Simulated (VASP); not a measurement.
Runs of VASP 6.6.1 on Al. The structure is that of space group Fm-3m (No. 225), or close to it. The cells are those of the table. 

```tsv
cell	gap on the mesh (eV)	pressure (GPa)
a = 2.873 Å, angles 60.0°, 1 atom	none	-1.2
a = 2.844 Å, angles 60.0°, 1 atom	none	(b)
a = 2.929 Å, angles 60.0°, 1 atom	none	-4.6
a = 2.815 Å, angles 60.0°, 1 atom	none	(a)
a = 2.901 Å, angles 60.0°, 1 atom	none	-3.0
```

Alike in all rows: task single point; level PBE; potentials or basis VASP PAW PBE potentials, release 64 (Al); no spin polarisation; k mesh 10 × 10 × 10; cutoff (eV) 520; smearing fermi-dirac 0.1 eV.

**Question.** Fill in the values left out.

**Answer.** (a) 3.7; (b) 1.0.

A gap of «none» marks levels without a gap at the run's occupations.
